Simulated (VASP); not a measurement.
A run of VASP 6.6.1 is set up as follows.

Contents of INCAR:

```
SYSTEM = Te
PREC = Accurate
ENCUT = 520
EDIFF = 1E-6
ISMEAR = 0
SIGMA = 0.15
LREAL = .FALSE.
LASPH = .TRUE.
NELM = 100
ALGO = Normal
ISIF = 2
LWAVE = .FALSE.
LCHARG = .TRUE.
GGA = PS
LELF = .TRUE.
LVHAR = .TRUE.
NBANDS = 9
```

The input KPOINTS:

```
regular mesh
0
G
  15 15 15
  0 0 0
```

The input POSCAR:

```
Te
1.0
    2.3115601413      1.3345798699      1.6843568229
   -2.3115601413      1.3345798699      1.6843568229
    0.0000000000     -2.6691597396      1.6843568230
Te
1
Direct
    0.5000000000      0.5000000000      0.5000000000
```

Potentials or basis: VASP PAW PBE potentials, release 64 (Te).

The run is started by

```console
$ cat potpaw_PBE.64/Te/POTCAR > POTCAR
$ mpirun -np 1 vasp_std > vasp.out
```

(1) Estimate the band gap on the k mesh.

(2) Predict the pressure.

Results:

(1) zero (bands 3 and 4 overlap by 4.88 eV).

(2) -0.4 GPa.

Caveat: the PAW data sets were made with another functional, which shifts forces and pressure a little; spin-orbit coupling is left out, which moves the levels of the heavy elements.
